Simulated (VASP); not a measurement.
Here is a VASP 6.6.1 calculation.

File INCAR:

```
SYSTEM = Au
  PREC = Accurate
  ENCUT = 520
  EDIFF = 1E-6
  ISMEAR = -1
  SIGMA = 0.05
  LREAL = .FALSE.
  LASPH = .TRUE.
  NELM = 100
  ALGO = Normal
  ISIF = 2
  LWAVE = .FALSE.
  LCHARG = .TRUE.
  GGA = PE
  LELF = .TRUE.
  LVHAR = .TRUE.
  NBANDS = 12
```

KPOINTS

```
Automatic mesh
0
G
  18 18 18
  0 0 0
```

POSCAR

```
Au
1.0
    0.0000000000      2.0789639816      2.0789639816
    2.0789639816      0.0000000000      2.0789639816
    2.0789639816      2.0789639816      0.0000000000
Au
1
Direct
    0.0000000000      0.0000000000      0.0000000000
```

Potentials or basis: VASP PAW PBE potentials, release 64 (Au).

Launch:

```sh
$ cat potpaw_PBE.64/Au/POTCAR > POTCAR
$ mpirun -np 1 vasp_std > vasp.out
```

(1) Predict the pressure.

Results:

(1) -0.2 GPa.
